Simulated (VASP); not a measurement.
Wanted: the native input for a VASP 6.6.1 run.

```
Task                   : single point
Functional             : PBEsol
Dispersion             : D3(BJ)
Potentials or basis    : VASP PAW PBE potentials, release 64 (Sc_sv)
Cutoff                 : 520 eV
k mesh                 : 8 × 8 × 8
Occupations            : fermi-dirac, width 0.05 eV
Spin                   : no spin polarisation
Dipole correction      : no
Further INCAR settings : ALGO = Normal; EDIFF = 1e-06; NBANDS = 12
```

The structure of Sc lies in POSCAR:

```
Sc
1.0
   -0.0214960000      2.1811200000      2.2464360000
    2.2889700000     -0.0202390000      2.2451790000
    2.3126420000      2.2035350000     -0.0439110000
Sc
1
Direct
    0.0000000000      0.0000000000      0.0000000000
```

This cell differs from its parent crystal: the cell strained at random.

These files were run (other wordings do the same):

INCAR

```
SYSTEM = Sc
  ALGO = Normal
  EDIFF = 1E-6
  ENCUT = 520
  GGA = PS
  ISIF = 2
  ISMEAR = -1
  IVDW = 12
  LASPH = .True.
  LCHARG = .False.
  LREAL = .False.
  LWAVE = .False.
  NBANDS = 12
  NELM = 60
  PREC = Accurate
  SIGMA = 0.05
```

KPOINTS

```
k-points
0
Gamma
  8 8 8
  0 0 0
```

Potentials or basis: VASP PAW PBE potentials, release 64 (Sc_sv).

Run with:

```bash
$ cat potpaw_PBE.64/Sc_sv/POTCAR > POTCAR
$ mpirun -np 1 vasp_std > vasp.out
```

It gave:

| Property | Result |
| --- | --- |
| Pressure | -1.9 GPa |
| Dispersion energy per atom | -0.426 eV |

Caveat: the cell differs from its parent crystal (the cell strained at random); the PAW data sets were made with another functional, which shifts forces and pressure a little; pairwise dispersion overbinds metals, which lowers pressure and volume.

Wall time 94 s on 1 thread of AMD EPYC 7R13, with other jobs on the host, peak memory 0.17 GiB.
